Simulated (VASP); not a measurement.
A run of VASP 6.6.1 is set up as follows.

Contents of POSCAR:

```
P
1.0
    2.4246941115      0.0000000000      0.0000000000
    0.0000000000      2.4385351442      0.0000000000
   -0.0203144631      0.0000000000      4.8524328982
P
2
Direct
    0.0016850000     -0.0076760000      0.7560080000
    0.9949390000     -0.0000510000      0.2438230000
```

The input INCAR.step1:

```
SYSTEM = P
PREC     = Accurate       ! precision mode
ENCUT    = 520            ! plane-wave cutoff, eV
ISMEAR   = -1             ! smearing method
SIGMA    = 0.05           ! smearing width, eV
LREAL    = .FALSE.        ! projectors in reciprocal space
LASPH    = .TRUE.         ! aspherical terms in the spheres
NELM     = 60             ! most SCF steps
NBANDS   = 12             ! bands
GGA      = PE             ! functional
ALGO     = Normal         ! electronic algorithm
EDIFF    = 1E-4           ! SCF threshold, eV
LWAVE    = .TRUE.         ! write WAVECAR
LCHARG   = .FALSE.        ! write CHGCAR
```

Contents of INCAR.step2:

```
SYSTEM = P
PREC     = Accurate       ! precision mode
ENCUT    = 520            ! plane-wave cutoff, eV
EDIFF    = 1E-6           ! SCF threshold, eV
ISMEAR   = -1             ! smearing method
SIGMA    = 0.05           ! smearing width, eV
LREAL    = .FALSE.        ! projectors in reciprocal space
LASPH    = .TRUE.         ! aspherical terms in the spheres
NELM     = 60             ! most SCF steps
ALGO     = Normal         ! electronic algorithm
ISIF     = 2              ! what is computed and relaxed
LWAVE    = .FALSE.        ! write WAVECAR
LCHARG   = .FALSE.        ! write CHGCAR
METAGGA  = R2SCAN         ! meta-GGA
LMIXTAU  = .TRUE.       
NBANDS   = 12             ! bands
ISTART   = 1
```

Contents of KPOINTS:

```
Automatic mesh
0
G
  12 12 6
  0 0 0
```

Potentials or basis: VASP PAW PBE potentials, release 64 (P).

Command:

```sh
$ cat potpaw_PBE.64/P/POTCAR > POTCAR
$ cp INCAR.step1 INCAR
$ mpirun -np 1 vasp_std > vasp.out
$ cp INCAR.step2 INCAR
$ mpirun -np 1 vasp_std > vasp.out
```

Problem. Predict the largest force.

Solution. 0.126 eV/Å.

Problem. Predict the pressure.

Solution. -0.2 GPa.

Stress tensor (GPa, compression positive):
```
-0.29  0.01  0.48
 0.01 -1.27 -0.05
 0.48 -0.05  1.04
```

Caveat: the PAW data sets were made with another functional, which shifts forces and pressure a little.
